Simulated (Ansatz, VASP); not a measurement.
One calculation of TaWC2, two programs

File INCAR:

```
  PREC = Accurate
  ENCUT = 520
  EDIFF = 1E-6
  ISMEAR = -1
  SIGMA = 0.05
  LREAL = F
  LASPH = T
  NELM = 80
  ALGO = Normal
  ISIF = 2
  LWAVE = F
  LCHARG = F
  GGA = CA
  NBANDS = 24
```

Contents of KPOINTS:

```
regular mesh
0
Gamma
  10 10 10
```

POSCAR

```
TaWC2
1.0
    1.5718551461      0.9075109917      5.1016196719
   -1.5718551461      0.9075109917      5.1016196719
    0.0000000000     -1.8150219835      5.1016196719
W Ta C
1 1 2
Direct
    0.0000000000      0.0000000000      0.0000000000
    0.5000000000      0.5000000000      0.5000000000
    0.2509330000      0.2509330000      0.2509330000
    0.7490670000      0.7490670000      0.7490670000
```

Contents of input.yaml:

```yaml
crystal:
  lattice:
    - [1.5718551461, 0.9075109917, 5.1016196719]
    - [-1.5718551461, 0.9075109917, 5.1016196719]
    - [0.0, -1.8150219835, 5.1016196719]
  atoms:
    - { symbol: W, position: [0.0, 0.0, 0.0] }
    - { symbol: Ta, position: [0.5, 0.5, 0.5] }
    - { symbol: C, position: [0.250933, 0.250933, 0.250933] }
    - { symbol: C, position: [0.749067, 0.749067, 0.749067] }
kpoints:
  mp_grid: { grid: [10, 10, 10] }
scf:
  occupations: { method: fermi_dirac, width: 0.05 }
hamiltonian:
  xc: lda
  pseudopotentials: { kind: all_electron, lapw: { basis_error: 0.002 } }
output:
  forces: true
  stress: true
  eigenvalues: true
```

Alike in both runs: task single point; functional LDA; k mesh 10 × 10 × 10; occupations fermi-dirac, width 0.05 eV; no spin polarisation.

|  | VASP | Ansatz |
| --- | --- | --- |
| version | VASP 6.6.1 | Ansatz 0.2.0 |
| potentials or method | VASP PAW LDA potentials, release 64 (W_sv, Ta_pv, C), cutoff 520 eV | all-electron LAPW, scalar-relativistic |

VASP gave:

```
gap on the k mesh at the Fermi level (eV)                     : none
pressure (GPa)                                                : -14.9
traceless stress, the component that is largest in VASP (GPa) : 0.05
rms of the force components (eV/Å)                            : 0.034
```

**Question.** What did Ansatz give for the same quantities?

**Answer.** gap on the k mesh at the Fermi level (eV): none; pressure (GPa): -16.7; traceless stress, the component that is largest in VASP (GPa): 0.05; rms of the force components (eV/Å): 0.031.

LDA's correlation is that of Perdew and Zunger in VASP and of Perdew and Wang (1992) in Ansatz. Atom by atom the forces differ by 0.003 eV/Å (rms over components). A gap of «none» marks a metal or a gap that the smearing closes. Ansatz ran all-electron here, and VASP with PAW potentials.

Neither program's run includes spin-orbit coupling.
